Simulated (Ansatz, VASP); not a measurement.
**One calculation of Mn, two programs**

```
Mn
1.0
    -1.30582    1.30582    1.98662
     1.30582   -1.30582    1.98662
     1.30582    1.30582   -1.98662
Mn
1
Direct
  0.00000 0.00000 0.00000
```

Alike in both runs: task single point; functional r2SCAN; k mesh 10 × 10 × 10; occupations gaussian, width 0.1 eV; collinear spin.

|  | VASP | Ansatz |
| --- | --- | --- |
| version | VASP 6.6.1 | Ansatz 0.2.0 |
| potentials or method | VASP PAW PBE potentials, release 64 (Mn_pv), cutoff 520 eV | scalar-relativistic, plane waves, PAW |
| valence electrons in the cell | 13 | 15 |

```csv
,VASP,Ansatz,Ansatz less VASP
gap on the k mesh at the Fermi level (eV),none,none,-
pressure (GPa),15.9,15.6,-0.35
"traceless stress, the component that is largest in VASP (GPa)",-1.99,-2.07,-0.086
net moment per atom (μB),3.67,3.67,-0.007
size of the moment on the site where the two differ most (μB),3.60,3.59,-0.010
```

VASP's potentials were made for PBE, not for r2SCAN. Site moments also hang on the region over which each program counts them. A gap of «none» marks a metal or a gap that the smearing closes. The functional is the same, so the differences come from potentials, cutoffs and numerics. VASP's potentials hold 13 valence electrons a cell and Ansatz's 15, so a difference there can come from the potentials and not from the codes. Ansatz's warnings: stability check not made.
